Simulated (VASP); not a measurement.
# MgI2 in VASP: further runs

MgI2 is run at these levels: PBE+D3(BJ); tasks: single point.

Program: VASP 6.6.1. These are calculated values, not measurements. Logs are shortened: lines on timing, memory, paths and dates and some standing lists are left out, and cuts for length are marked.

**1. The cell of the first run**

The cell holds a slab with vacuum, 6 atoms: a = 4.131 Å, b = 4.131 Å, c = 24.227 Å, α = 90.00°, β = 90.00°, γ = 120.00°.

**2. Single point, PBE+D3(BJ)**

INCAR

```
SYSTEM = MgI2
PREC     = Accurate       ! precision mode
ENCUT    = 520            ! plane-wave cutoff, eV
EDIFF    = 1E-6           ! SCF threshold, eV
ISMEAR   = 0              ! smearing method
SIGMA    = 0.05           ! smearing width, eV
LREAL    = .FALSE.        ! projectors in reciprocal space
LASPH    = .TRUE.         ! aspherical terms in the spheres
NELM     = 60             ! most SCF steps
ALGO     = Normal         ! electronic algorithm
ISIF     = 2              ! what is computed and relaxed
LWAVE    = .FALSE.        ! write WAVECAR
LCHARG   = .FALSE.        ! write CHGCAR
LDIPOL   = .TRUE.       
IDIPOL   = 3            
DIPOL    = 0.5 0.5 0.404
GGA      = PE             ! functional
IVDW     = 12             ! dispersion correction
NBANDS   = 25             ! bands
```

KPOINTS

```
Automatic mesh
0
G
  9 9 1
  0 0 0
```

POSCAR

```
MgI2
1.0
    4.1311066128      0.0000000000      0.0000000000
   -2.0655533064      3.5776432724      0.0000000000
    0.0000000000      0.0000000000     24.2265084657
I Mg
4 2
Direct
    0.3333333333      0.6666666667      0.1857469477
    0.6666666667      0.3333333333      0.3245723272
    0.7777777778      0.5555555556      0.4826636182
    1.1111111111      0.2222222222      0.6214889978
    0.0000000000      0.0000000000      0.2551596374
    0.4444444444     -0.1111111111      0.5520763080
```

Potentials or basis: VASP PAW PBE potentials, release 64 (I, Mg).

On the command line:

```bash
> cat potpaw_PBE.64/I/POTCAR potpaw_PBE.64/Mg/POTCAR > POTCAR
> mpirun -np 1 vasp_std > vasp.out
```

OUTCAR:

```text
SYSTEM = MgI2
   PREC = Accurate
   ENCUT = 520
   EDIFF = 1E-6
   ISMEAR = 0
   LREAL = .FALSE.
   LASPH = .TRUE.
   NELM = 60
   ISIF = 2
   GGA = PE
   IVDW = 12
 IVDW          = 12

 ion  position               nearest neighbor table
   1  0.333  0.667  0.186-   5 2.92   5 2.92   5 2.92
   2  0.667  0.333  0.325-   5 2.92   5 2.92   5 2.92
   3  0.778  0.556  0.483-   6 2.92   6 2.92   6 2.92
   4  0.111  0.222  0.621-   6 2.92   6 2.92   6 2.92
   5  0.000  0.000  0.255-   1 2.92   1 2.92   1 2.92   2 2.92   2 2.92   2 2.92
   6  0.444  0.889  0.552-   3 2.92   4 2.92   3 2.92   4 2.92   3 2.92   4 2.92

  LATTYP: Found a hexagonal cell.
 ALAT       =     4.1311066128
 C/A-ratio  =     5.8644113397

  Lattice vectors:

 A1 = (   4.1311066128,   0.0000000000,   0.0000000000)
 A2 = (  -2.0655533064,   3.5776432724,   0.0000000000)
 A3 = (   0.0000000000,   0.0000000000,  24.2265084657)

Analysis of symmetry for initial positions (statically):
=====================================================================
 Subroutine PRICEL returns:
 Original cell was already a primitive cell.

 Routine SETGRP: Setting up the symmetry group for a
 hexagonal supercell.

 Subroutine GETGRP returns: Found  4 space group operations
 (whereof  2 operations were pure point group operations)
 out of a pool of 24 trial point group operations.

The static configuration has the point symmetry C_1h.
 The point group associated with its full space group is C_2h.

Analysis of symmetry for dynamics (positions and initial velocities):
=====================================================================
 Subroutine PRICEL returns:
 Original cell was already a primitive cell.

 Routine SETGRP: Setting up the symmetry group for a
 hexagonal supercell.

 Subroutine GETGRP returns: Found  4 space group operations
 (whereof  2 operations were pure point group operations)
 out of a pool of 24 trial point group operations.

The dynamic configuration has the point symmetry C_1h.
 The point group associated with its full space group is C_2h.

 Subroutine INISYM returns: Found  4 space group operations
 (whereof  2 operations are pure point group operations),
 and found     1 'primitive' translations

----------------------------------------------------------------------------------------

                                     Primitive cell

  volume of cell :     358.0587

  direct lattice vectors                    reciprocal lattice vectors
     4.131106613  0.000000000  0.000000000     0.242065890  0.139756807  0.000000000
    -2.065553306  3.577643272  0.000000000     0.000000000  0.279513614  0.000000000
     0.000000000  0.000000000 24.226508466     0.000000000  0.000000000  0.041277099

  length of vectors
     4.131106613  4.131106613 24.226508466     0.279513614  0.279513614  0.041277099

  position of ions in fractional coordinates (direct lattice)
     0.333333333  0.666666667  0.185746948
     0.666666667  0.333333333  0.324572327
     0.777777778  0.555555556  0.482663618
     0.111111111  0.222222222  0.621488998
     0.000000000  0.000000000  0.255159637
     0.444444444  0.888888889  0.552076308

  ion indices of the primitive-cell ions
   primitive index   ion index
                 1           1
                 2           2
                 3           3
                 4           4
                 5           5
                 6           6

----------------------------------------------------------------------------------------

 KPOINTS: Automatic mesh

Automatic generation of k-mesh.
 Grid dimensions read from file:
 generate k-points for:    9    9    1

 Generating k-lattice:

  Cartesian coordinates                     Fractional coordinates (reciprocal lattice)
     0.026896210  0.015528534  0.000000000     0.111111111 -0.000000000  0.000000000
     0.000000000  0.031057068  0.000000000     0.000000000  0.111111111  0.000000000
     0.000000000  0.000000000  0.041277099     0.000000000  0.000000000  1.000000000

  Length of vectors
     0.031057068  0.031057068  0.041277099

  Shift w.r.t. Gamma in fractional coordinates (k-lattice)
     0.000000000  0.000000000  0.000000000

 Subroutine IBZKPT returns following result:
 ===========================================

 Found     25 irreducible k-points:

 Following reciprocal coordinates:
            Coordinates               Weight
  0.000000  0.000000  0.000000      1.000000
  0.111111  0.000000  0.000000      4.000000
  0.000000  0.111111  0.000000      2.000000
  0.222222  0.000000  0.000000      4.000000
  0.000000  0.222222  0.000000      2.000000
  0.333333 -0.000000  0.000000      4.000000
[... 16 lines left out ...]
 -0.222222 -0.444444  0.000000      4.000000
  0.444444  0.333333  0.000000      4.000000
   k-points           NKPTS =     25   k-points in BZ     NKDIM =     25   number of bands    NBANDS=     25
   number of dos      NEDOS =    301   number of ions     NIONS =      6
   total plane-waves  NPLWV = 184320
   dimension x,y,z NGX =    32 NGY =   32 NGZ =  180
   dimension x,y,z NGXF=    64 NGYF=   64 NGZF=  360
   ions per type =               4   2
   NGX,Y,Z   is equivalent  to a cutoff of  12.88, 12.88, 12.35 a.u.
   NGXF,Y,Z  is equivalent  to a cutoff of  25.76, 25.76, 24.70 a.u.
 SYSTEM =  MgI2
   PREC   = accura    normal or accurate (medium, high low for compatibility)
   ISTART =      0    job   : 0-new  1-cont  2-samecut
   ICHARG =      2    charge: 1-file 2-atom 10-const
   ISPIN  =      1    spin polarized calculation?
   LNONCOLLINEAR =      F non collinear calculations
   LSORBIT =      F    spin-orbit coupling
   LASPH  =      T    aspherical Exc in radial PAW
   ENCUT  =  520.0 eV  38.22 Ry    6.18 a.u.   7.68  7.68 45.05*2*pi/ulx,y,z
   NELM   =     60;   NELMIN=  2; NELMDL= -5     # of ELM steps
   EDIFF  = 0.1E-05   stopping-criterion for ELM
   LREAL  =      F    real-space projection
   EDIFFG = 0.1E-04   stopping-criterion for IOM
   NSW    =      0    number of steps for IOM
   IBRION =     -1    ionic relax: 0-MD 1-quasi-New 2-CG
   NFREE  =      0    steps in history (QN), initial steepest desc. (CG)
   ISIF   =      2    stress and relaxation
   ISYM   =      2    0-nonsym 1-usesym 2-fastsym
   POTIM  = 0.5000    time-step for ionic-motion
   TEBEG  =    0.0;   TEEND  =   0.0 temperature during run
   PSTRESS=    0.0 pullay stress
   NELECT =      32.0000    total number of electrons
   NUPDOWN=      -1.0000    fix difference up-down
   EMIN   =  10.00;   EMAX   =-10.00  energy-range for DOS
   EFERMI =   0.00;   METHOD = LEGACY
   ISMEAR =     0;   SIGMA  =   0.05  broadening in eV -4-tet -1-fermi 0-gaus
   EFERMI_NEDOS =   21; number of points for ismear=-14 and -15
   IALGO  =     38    algorithm
   IMIX   =      4    mixing-type and parameters
     AMIX     =   0.40;   BMIX     =  1.00
     AMIX_MAG =   1.60;   BMIX_MAG =  1.00
  volume/ion in A,a.u.               =      59.68       402.72
  Fermi-wavevector in a.u.,A,eV,Ry     =   0.731936  1.383159  7.289063  0.535731
  Thomas-Fermi vector in A             =   1.824276
   LORBIT       =      0    0 simple, 1 ext, 2 COOP (PROOUT), +10 PAW based schemes
   GGA     = PE    functional components
   LHFCALC =     F    Hartree Fock is set to
   AEXX    =    0.0000 exact exchange contribution
   IVDW    =    12    specifies the selected vdW correction
   LEPSILON=     F    determine dielectric tensor
   LRPA    =     F    only Hartree local field effects (RPA)
 non-spin polarized calculation
 Gauss-broadening in eV      SIGMA  =   0.05
  energy-cutoff  :      520.00
  volume of cell :      358.06
 maximum number of plane-waves:      9709
   NGX = 15   NGY = 15   NGZ = 91

 number of electron      32.0000001 magnetization

 dipolmoment           0.000000      0.000000     -0.000002 electrons x Angstroem

 Free energy of the ion-electron system (eV)
  ---------------------------------------------------
  ext. energy  EPLUGINS =         0.00000000
  ---------------------------------------------------
  free energy    TOTEN  =       -15.39155938 eV

  energy without entropy =      -15.39155938  energy(sigma->0) =      -15.39155938

 E-fermi :  -1.1834     XC(G=0):  -5.0851

 val. band max:       -1.4097523877   @ k =   0.0000   0.0000   0.0000
 cond. band min:       2.1287236350   @ k =   0.4444   0.0000   0.0000
 fundamental gap:      3.5384760227
 Fermi energy:        -1.1833730552

 k-point     1 :       0.0000    0.0000    0.0000
  band No.  band energies     occupation
      1     -13.3964      2.00000
      2     -13.3305      2.00000
      3     -12.8742      2.00000
      4     -12.7974      2.00000
      5      -4.7400      2.00000
      6      -4.3339      2.00000
[... 17 lines left out ...]
     24       5.3035      0.00000
     25       5.3354      0.00000

 k-point     2 :       0.1111    0.0000    0.0000
  band No.  band energies     occupation
      1     -13.3330      2.00000
      2     -13.2672      2.00000
      3     -12.8332      2.00000
      4     -12.7577      2.00000
      5      -4.6724      2.00000
      6      -4.2847      2.00000
[... 17 lines left out ...]
     24       5.2970      0.00000
     25       5.5419      0.00000

 k-point     3 :       0.0000    0.1111    0.0000
  band No.  band energies     occupation
      1     -13.3329      2.00000
      2     -13.2673      2.00000
      3     -12.8330      2.00000
      4     -12.7578      2.00000
      5      -4.6714      2.00000
      6      -4.2861      2.00000
[... 552 lines left out ...]
 k-point    23 :      -0.2222   -0.4444    0.0000
  band No.  band energies     occupation
      1     -12.6742      2.00000
      2     -12.6015      2.00000
      3     -12.5275      2.00000
      4     -12.4786      2.00000
      5      -4.7433      2.00000
      6      -4.6948      2.00000
[... 17 lines left out ...]
     24       5.6811      0.00000
     25       6.0504      0.00000

 k-point    24 :       0.4444    0.3333    0.0000
  band No.  band energies     occupation
      1     -12.6762      2.00000
      2     -12.6007      2.00000
      3     -12.5283      2.00000
      4     -12.4767      2.00000
      5      -4.7334      2.00000
      6      -4.6943      2.00000
[... 17 lines left out ...]
     24       5.6786      0.00000
     25       5.9576      0.00000

 [... further k-points ...]

------------------------ aborting loop because EDIFF is reached ----------------------------------------

 vacuum level on the upper side and lower side of the slab       (xc-potential included)        -0.109        -0.109

 Edisp (eV)   -1.59494

 E8    (eV) :    -0.7320

  FORCE on cell =-STRESS in cart. coord.  units (eV):
  Direction    XX          YY          ZZ          XY          YZ          ZX
  --------------------------------------------------------------------------------------
  -------------------------------------------------------------------------------------
  Total      -0.27363    -0.18776     0.22115     0.00000     0.18857     0.00000
  in kB      -1.22440    -0.84014     0.98956     0.00000     0.84380     0.00000
  external pressure =       -0.36 kB  Pullay stress =        0.00 kB

 VOLUME and BASIS-vectors are now :
 -----------------------------------------------------------------------------
  energy-cutoff  :      520.00
  volume of cell :      358.06
      direct lattice vectors                 reciprocal lattice vectors
     4.131106613  0.000000000  0.000000000     0.242065890  0.139756807  0.000000000
    -2.065553306  3.577643272  0.000000000     0.000000000  0.279513614  0.000000000
     0.000000000  0.000000000 24.226508466     0.000000000  0.000000000  0.041277099

 POSITION                                       TOTAL-FORCE (eV/Angst)
 -----------------------------------------------------------------------------------
     -0.00000      2.38510      4.50000        -0.000000     -0.002264      0.014413
      2.06555      1.19255      7.86325         0.000000     -0.047041     -0.097020
      2.06555      1.98758     11.69325         0.000000      0.047041      0.097020
      0.00000      0.79503     15.05651         0.000000      0.002264     -0.014413
      0.00000      0.00000      6.18163         0.000000      0.002085     -0.003188
     -0.00000      3.18013     13.37488         0.000000     -0.002085      0.003188
 -----------------------------------------------------------------------------------
    total drift:                                0.000000      0.000001     -0.000053

  FREE ENERGIE OF THE ION-ELECTRON SYSTEM (eV)
  ---------------------------------------------------
  free  energy   TOTEN  =       -16.9865010503 eV

  energy  without entropy=      -16.9865010503  energy(sigma->0) =      -16.98650105

 vacuum level on the upper side and lower side of the slab         4.832         4.833
```

Run time: 10 min. Hardware: 1 thread of Oxide Virtual Turin-like, shared host; peak memory 0.52 GiB.

Results:

```
Free energy                : -16.9865 eV
Largest force              : 0.108 eV/Å
Band gap on the k mesh     : 3.54 eV, indirect (least direct gap 3.93 eV)
Dispersion energy per atom : -0.266 eV
```

Forces in eV/Å, atoms in the order of the input:
```
I    0.000 -0.002  0.014
I    0.000 -0.047 -0.097
I    0.000  0.047  0.097
I    0.000  0.002 -0.014
Mg   0.000  0.002 -0.003
Mg   0.000 -0.002  0.003
```

Levels at points of the mesh, in eV from the valence-band top:
| k point | band 13 | band 14 | band 15 | band 16 | band 17 | band 18 | band 19 | band 20 |
| --- | --- | --- | --- | --- | --- | --- | --- | --- |
| (0.00, 0.00, 0.00) | -0.04 | -0.03 | -0.01 | 0.00 | 3.93 | 4.36 | 4.87 | 4.96 |

Caveat: spin-orbit coupling is left out, which moves the levels of the heavy elements.

**3. Single point, PBE+D3(BJ)**

INCAR

```
PREC     = Accurate       # precision mode
ENCUT    = 520            # plane-wave cutoff, eV
EDIFF    = 1E-6           # SCF threshold, eV
ISMEAR   = 0              # smearing method
SIGMA    = 0.05           # smearing width, eV
LREAL    = F              # projectors in reciprocal space
LASPH    = T              # aspherical terms in the spheres
NELM     = 60             # most SCF steps
ALGO     = Normal         # electronic algorithm
ISIF     = 2              # what is computed and relaxed
LWAVE    = F              # write WAVECAR
LCHARG   = F              # write CHGCAR
LDIPOL   = T            
IDIPOL   = 3            
DIPOL    = 0.5 0.5 0.404
GGA      = PE             # functional
IVDW     = 12             # dispersion correction
NBANDS   = 25             # bands
```

KPOINTS

```
Automatic mesh
0
Gamma
  9 9 1
```

POSCAR

```
MgI2
1.0
    4.1311066128      0.0000000000      0.0000000000
   -2.0655533064      3.5776432724      0.0000000000
    0.0000000000      0.0000000000     24.2265084657
I Mg
4 2
Direct
    0.3333333333      0.6666666667      0.1857469477
    0.6666666667      0.3333333333      0.3245723272
    0.8888888889      0.4444444444      0.4826636182
    1.2222222222      0.1111111111      0.6214889978
    0.0000000000      0.0000000000      0.2551596374
    0.5555555556     -0.2222222222      0.5520763080
```

Potentials or basis: VASP PAW PBE potentials, release 64 (I, Mg).

On the command line:

```bash
> cat potpaw_PBE.64/I/POTCAR potpaw_PBE.64/Mg/POTCAR > POTCAR
> mpirun -np 1 vasp_std > vasp.out
```

Run time: 9.5 min. Hardware: 1 thread of Oxide Virtual Turin-like, shared host; peak memory 0.52 GiB.

It converged, with:

* Free energy: -16.9867 eV
* Largest force: 0.109 eV/Å
* Band gap on the k mesh: 3.53 eV, indirect (least direct gap 3.93 eV)
* Dispersion energy per atom: -0.266 eV

Forces in eV/Å, atoms in the order of the input:
```
I   -0.001 -0.001  0.014
I   -0.043 -0.025 -0.097
I    0.043  0.025  0.097
I    0.001  0.001 -0.014
Mg   0.003  0.002 -0.003
Mg  -0.003 -0.002  0.003
```

Levels at points of the mesh, in eV from the valence-band top:
| k point | band 14 | band 15 | band 16 | band 17 | band 18 | band 19 |
| --- | --- | --- | --- | --- | --- | --- |
| (0.00, 0.00, 0.00) | -0.03 | -0.01 | 0.00 | 3.93 | 4.36 | 4.87 |

Caveat: spin-orbit coupling is left out, which moves the levels of the heavy elements.
